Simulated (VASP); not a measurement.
A run of VASP 6.6.1 is set up as follows.

POSCAR

```
RbBr
1.0
    4.1242532581      0.0000000000      0.0000000000
    0.0000000000      4.1242532581      0.0000000000
    0.0000000000      0.0000000000      4.1242532581
Rb Br
1 1
Direct
    0.0000000000      0.0000000000      0.0000000000
    0.5000000000      0.5000000000      0.5000000000
```

INCAR.step1

```
PREC = Accurate
ENCUT = 520
EDIFF = 1E-5
ISMEAR = 0
SIGMA = 0.01
LREAL = F
LASPH = T
NELM = 80
ALGO = Normal
ISIF = 2
LWAVE = T
LCHARG = F
NBANDS = 15
GGA = PE
```

INCAR.step2

```
PREC = Accurate
ENCUT = 520
EDIFF = 1E-7
ISMEAR = 0
SIGMA = 0.01
LREAL = F
LASPH = T
NELM = 80
ALGO = Normal
ISIF = 2
LWAVE = F
LCHARG = F
GGA = PE
LHFCALC = T
AEXX = 0.5
HFSCREEN = 0.1
PRECFOCK = Normal
NBANDS = 15
ISTART = 1
```

Contents of KPOINTS:

```
regular mesh
0
Gamma
  4 4 4
```

Potentials or basis: VASP PAW PBE potentials, release 64 (Rb_sv, Br).

Launch:

```bash
$ cat potpaw_PBE.64/Rb_sv/POTCAR potpaw_PBE.64/Br/POTCAR > POTCAR
$ cp INCAR.step1 INCAR
$ mpirun -np 1 vasp_std > vasp.out
$ cp INCAR.step2 INCAR
$ mpirun -np 1 vasp_std > vasp.out
```

Estimate the band gap on the k mesh.

7.20 eV (least direct gap 7.38 eV).

What does it give for the pressure?

0.0 GPa.

Caveat: the PAW data sets were made with another functional, which shifts forces and pressure a little. A k mesh can miss the band edges.
